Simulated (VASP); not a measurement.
# Hg (P6/mmm) in VASP: further runs, part 2 of 2

VASP 6.6.1. Earlier steps stand in the parts before.

### Step 5. Relaxation of shape and atoms at fixed volume, PBE

This run uses another cell than the first one, of 13.26 Å³/atom, 0.592 times its volume.

INCAR

```
PREC     = Accurate       # precision mode
ENCUT    = 600            # plane-wave cutoff, eV
EDIFF    = 1E-6           # SCF threshold, eV
ISMEAR   = -1             # smearing method
SIGMA    = 0.05           # smearing width, eV
LREAL    = False          # projectors in reciprocal space
LASPH    = True           # aspherical terms in the spheres
NELM     = 100            # most SCF steps
ALGO     = Normal         # electronic algorithm
ISIF     = 4              # what is computed and relaxed
LWAVE    = False          # write WAVECAR
LCHARG   = False          # write CHGCAR
GGA      = PE             # functional
IBRION   = 2              # ionic algorithm
NSW      = 50             # ionic steps
EDIFFG   = -0.005         # ionic threshold
```

KPOINTS

```
regular mesh
0
Gamma
  7 7 10
```

POSCAR

```
Hg
1.0
    4.2743821932      0.0000000000      0.0000000000
   -2.1371910966      3.7017235648      0.0000000000
    0.0000000000      0.0000000000      2.5145862429
Hg
3
Direct
    0.0000000000      0.0000000000      0.0000000000
    0.3333333333      0.6666666667      0.5000000000
    0.6666666667      0.3333333333      0.5000000000
```

Potentials or basis: VASP PAW PBE potentials, release 64 (Hg).

Run with:

```
$ cat potpaw_PBE.64/Hg/POTCAR > POTCAR
$ mpirun -np 1 vasp_std > vasp.out
```

OUTCAR:

```text
PREC = Accurate
   ENCUT = 600
   EDIFF = 1E-6
   ISMEAR = -1
   LREAL = False
   LASPH = True
   NELM = 100
   ISIF = 4
   GGA = PE
   IBRION = 2
   NSW = 50
   EDIFFG = -0.005

 ion  position               nearest neighbor table
   1  0.000  0.000  0.000-   2 2.77   3 2.77   2 2.77   3 2.77   3 2.77   3 2.77   2 2.77   2 2.77
                             3 2.77   3 2.77   2 2.77   2 2.77
   2  0.333  0.667  0.500-   3 2.47   3 2.47   3 2.47   1 2.77   1 2.77   1 2.77   1 2.77   1 2.77
                             1 2.77   3 3.52   3 3.52   3 3.52   3 3.52   3 3.52   3 3.52
   3  0.667  0.333  0.500-   2 2.47   2 2.47   2 2.47   1 2.77   1 2.77   1 2.77   1 2.77   1 2.77
                             1 2.77   2 3.52   2 3.52   2 3.52   2 3.52   2 3.52   2 3.52

  LATTYP: Found a hexagonal cell.
 ALAT       =     4.2743821932
 C/A-ratio  =     0.5882923261

  Lattice vectors:

 A1 = (   4.2743821932,   0.0000000000,   0.0000000000)
 A2 = (  -2.1371910966,   3.7017235648,   0.0000000000)
 A3 = (   0.0000000000,   0.0000000000,   2.5145862429)

Analysis of symmetry for initial positions (statically):
=====================================================================
 Subroutine PRICEL returns:
 Original cell was already a primitive cell.

 Routine SETGRP: Setting up the symmetry group for a
 hexagonal supercell.

 Subroutine GETGRP returns: Found 24 space group operations
 (whereof 24 operations were pure point group operations)
 out of a pool of 24 trial point group operations.

The static configuration has the point symmetry D_6h.

Analysis of symmetry for dynamics (positions and initial velocities):
=====================================================================
 Subroutine PRICEL returns:
 Original cell was already a primitive cell.

 Routine SETGRP: Setting up the symmetry group for a
 hexagonal supercell.

 Subroutine GETGRP returns: Found 24 space group operations
 (whereof 24 operations were pure point group operations)
 out of a pool of 24 trial point group operations.

The dynamic configuration has the point symmetry D_6h.
[... 129 lines left out ...]
   IVDW    =     0    specifies the selected vdW correction
   LEPSILON=     F    determine dielectric tensor
   LRPA    =     F    only Hartree local field effects (RPA)
 conjugate gradient relaxation of ions
 non-spin polarized calculation
  energy-cutoff  :      600.00
  volume of cell :       39.79
 maximum number of plane-waves:      1366
 NGX is ok and might be reduce to    36
   NGX = 17   NGY = 17   NGZ = 11

--------------------------------------- Ionic step        1  -------------------------------------------

 number of electron      35.9999999 magnetization

 Free energy of the ion-electron system (eV)
  ---------------------------------------------------
  ext. energy  EPLUGINS =         0.00000000
  ---------------------------------------------------
  free energy    TOTEN  =         9.76535484 eV

  energy without entropy =        9.77293503  energy(sigma->0) =        9.76914493

------------------------ aborting loop because EDIFF is reached ----------------------------------------

  FORCE on cell =-STRESS in cart. coord.  units (eV):
  Direction    XX          YY          ZZ          XY          YZ          ZX
  --------------------------------------------------------------------------------------
  -------------------------------------------------------------------------------------
  Total       45.3124644     45.3124644     44.2582946      0.0000000     -0.0000000      0.0000000
  in kB     1824.6702624   1824.6702624   1782.2203028      0.0000000     -0.0000000      0.0000000
  external PRESSURE =    1810.5202759 kB  Pullay stress =       0.0000000 kB
[... 61 lines left out ...]
--------------------------------------- Ionic step        3  -------------------------------------------

 number of electron      35.9999998 magnetization

 Free energy of the ion-electron system (eV)
  ---------------------------------------------------
  ext. energy  EPLUGINS =         0.00000000
  ---------------------------------------------------
  free energy    TOTEN  =         9.76291722 eV

  energy without entropy =        9.77193251  energy(sigma->0) =        9.76742487

 E-fermi :  10.5631     XC(G=0): -14.2841

 val. band max:       10.5552516510   @ k =   0.4286   0.0000   0.5000
 cond. band min:      10.5849516661   @ k =   0.4286   0.0000   0.3000
 fundamental gap:      0.0297000151
 Fermi energy:        10.5630581384

 k-point     1 :       0.0000    0.0000    0.0000
  band No.  band energies     occupation
      1      -6.0622      2.00000
      2      -3.6976      2.00000
      3      -2.0713      2.00000
      4      -1.6048      2.00000
      5      -1.0723      2.00000
      6      -1.0723      2.00000
[... 589 lines left out ...]
     21      18.9826      0.00000
     22      19.7258      0.00000

 [... further k-points ...]

------------------------ aborting loop because EDIFF is reached ----------------------------------------

  FORCE on cell =-STRESS in cart. coord.  units (eV):
  Direction    XX          YY          ZZ          XY          YZ          ZX
  --------------------------------------------------------------------------------------
  -------------------------------------------------------------------------------------
  Total       44.9744334     44.9744334     44.9959191      0.0000000     -0.0000000      0.0000000
  in kB     1811.0582207   1811.0582207   1811.9234229      0.0000000     -0.0000000      0.0000000
  external PRESSURE =    1811.3466215 kB  Pullay stress =       0.0000000 kB
[... 18 lines left out ...]
  FREE ENERGIE OF THE ION-ELECTRON SYSTEM (eV)
  ---------------------------------------------------
  free  energy   TOTEN  =         9.7629172203 eV

  energy  without entropy=        9.7719325125  energy(sigma->0) =        9.76742487

 reached required accuracy - stopping structural energy minimisation
```

OSZICAR:

```text
N       E                     dE             d eps       ncg     rms          rms(c)
DAV:   1     0.376870075633E+03    0.37687E+03   -0.22059E+04  2120   0.198E+03
DAV:   2     0.179812890683E+02   -0.35889E+03   -0.35106E+03  2166   0.499E+02
DAV:   3     0.950950832224E+01   -0.84718E+01   -0.83983E+01  2388   0.870E+01
[... 19 lines left out ...]
DAV:   2     0.975837049588E+01    0.10760E-01   -0.10455E-02  2160   0.126E+00    0.346E-01
DAV:   3     0.976289356546E+01    0.45231E-02   -0.65321E-03  2262   0.731E-01    0.181E-01
DAV:   4     0.976291756435E+01    0.23999E-04   -0.75457E-04  2318   0.253E-01    0.783E-02
DAV:   5     0.976291732926E+01   -0.23510E-06   -0.12808E-05  2304   0.479E-02    0.136E-02
DAV:   6     0.976291722032E+01   -0.10893E-06   -0.13089E-06  1430   0.179E-02
   3 F= 0.97629172E+01 E0= 0.97674249E+01  d E =-.243762E-02
```

CONTCAR:

```text
Hg
   1.00000000000000
     4.2850932841157752    0.0000000000000000    0.0000000000000000
    -2.1425466420578876    3.7109996416385131   -0.0000000000000000
     0.0000000000000000   -0.0000000000000000    2.5020309504975771
  Hg
     3
Direct
     0.0000000000000000    1.0000000000000000    0.0000000000000000
     0.3333333332999970    0.6666666667000030    0.5000000000000000
     0.6666666667000030    0.3333333332999970    0.5000000000000000

  0.00000000E+00  0.00000000E+00  0.00000000E+00
  0.00000000E+00  0.00000000E+00  0.00000000E+00
  0.00000000E+00  0.00000000E+00  0.00000000E+00
```

Run time: 2.7 min. Hardware: 1 thread of AMD EPYC 7R13, shared host; peak memory 0.16 GiB.

Results:

| Property | Result |
| --- | --- |
| Free energy | 9.7629 eV |
| Energy gained by relaxing | 0.8 meV/atom |
| Ionic steps | 3 |
| Pressure after relaxing | 181.1 GPa |
| Band gap on the k mesh | zero (band 18 reaches 13.83 eV, above the bottom of band 19 at 10.10 eV) |

Step by step:
```csv
step,energy change (eV),largest force (eV/Å),pressure (GPa),volume (Å³)
1,0.0000,0.0000,181.05,39.79
2,0.0007,0.0000,181.29,39.79
3,-0.0024,0.0000,181.13,39.79
```

Final structure:
```
CELL_PARAMETERS angstrom
4.28509 0.00000 0.00000
-2.14255 3.71100 0.00000
0.00000 0.00000 2.50203
ATOMIC_POSITIONS crystal
Hg 0.00000 0.00000 0.00000
Hg 0.33333 0.66667 0.50000
Hg 0.66667 0.33333 0.50000
```

Caveat: spin-orbit coupling is left out, which moves the levels of the heavy elements.

### Step 6. Overview

```csv
task,cell,cutoff (eV),gap on the mesh (eV),pressure (GPa)
single point,"a = 5.124, b = 5.124, c = 2.956 Å, angles 90.0, 90.0, 120.0°, 3 atoms",520,none,9.3
single point,"a = 5.578, b = 5.578, c = 3.281 Å, angles 90.0, 90.0, 120.0°, 3 atoms",520,none,0.1
relaxation of shape and atoms at fixed volume,"relaxed from a = 4.274, b = 4.274, c = 2.515 Å, angles 90.0, 90.0, 120.0°, 3 atoms",600,none,181.1
```

Alike in all rows: level PBE; potentials or basis VASP PAW PBE potentials, release 64 (Hg); no spin polarisation; k mesh 7 × 7 × 10; smearing fermi-dirac 0.05 eV.

Caveats: spin-orbit coupling is left out, which moves the levels of the heavy elements.

Total energies depend on the potentials used, so only differences within one code and one set of settings carry meaning.
